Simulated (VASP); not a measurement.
Runs of VASP 6.6.1 on Ga. The structure is that of space group I4/mmm (No. 139), or close to it. The cells are those of the table. 

| cell | gap on the mesh (eV) | pressure (GPa) |
| --- | --- | --- |
| a = 2.921 Å, angles 124.4, 124.4, 82.5°, 1 atom | none | 6.8 |
| a = 2.965 Å, angles 124.4, 124.4, 82.5°, 1 atom | none | (a) |
| a = 2.960 Å, angles 123.4, 123.4, 84.2°, 1 atom | none | 1.9 |
| a = 2.896 Å, angles 123.9, 123.9, 83.4°, 1 atom | none | 8.2 |
| a = 2.946 Å, angles 124.9, 124.9, 81.7°, 1 atom | none | (b) |

Alike in all rows: task single point; level r2SCAN; potentials or basis VASP PAW PBE potentials, release 64 (Ga_d); no spin polarisation; k mesh 24 × 24 × 24; cutoff (eV) 520; smearing gaussian 0.15 eV.

Question: Fill in the values left out.

Answer: (a) 3.0; (b) 5.5.

Caveats: the PAW data sets were made with another functional, which shifts forces and pressure a little; the cell stands under pressure (at least some runs).

A k mesh can miss the band edges, and the runs leave out spin-orbit coupling on Ga.

A gap of «none» marks levels without a gap at the run's occupations.
